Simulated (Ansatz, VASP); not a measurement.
One calculation of CsBr, two programs

```
CELL_PARAMETERS angstrom
4.24017 0.01060 0.01060
0.01060 4.24017 0.01060
0.01060 0.01060 4.24017
ATOMIC_POSITIONS crystal
Cs 0.00000 0.00000 0.00000
Br 0.50000 0.50000 0.50000
```

Change from the starting cell: equal xy, yz and zx engineering shears of +0.5 %.

Alike in both runs: task relaxation of the atoms; functional PBEsol; k mesh 6 × 6 × 6; non-collinear spin, spin-orbit coupling.

|  | VASP | Ansatz |
| --- | --- | --- |
| version | VASP 6.6.1 | Ansatz 0.2.0 |
| potentials or method | VASP PAW PBE potentials, release 64 (Cs_sv, Br), cutoff 450 eV | all-electron LAPW |
| occupations | gaussian, width 0.01 eV | fixed |

|  | VASP | Ansatz | Ansatz less VASP |
| --- | --- | --- | --- |
| net moment per atom (μB) | 0.00 | 0.00 | 0.000 |

VASP's potentials were made for PBE, not for PBEsol. Ansatz ran all-electron here, and VASP with PAW potentials.

Noted on VASP's run: the relaxation stopped at its first step, so nothing moved.
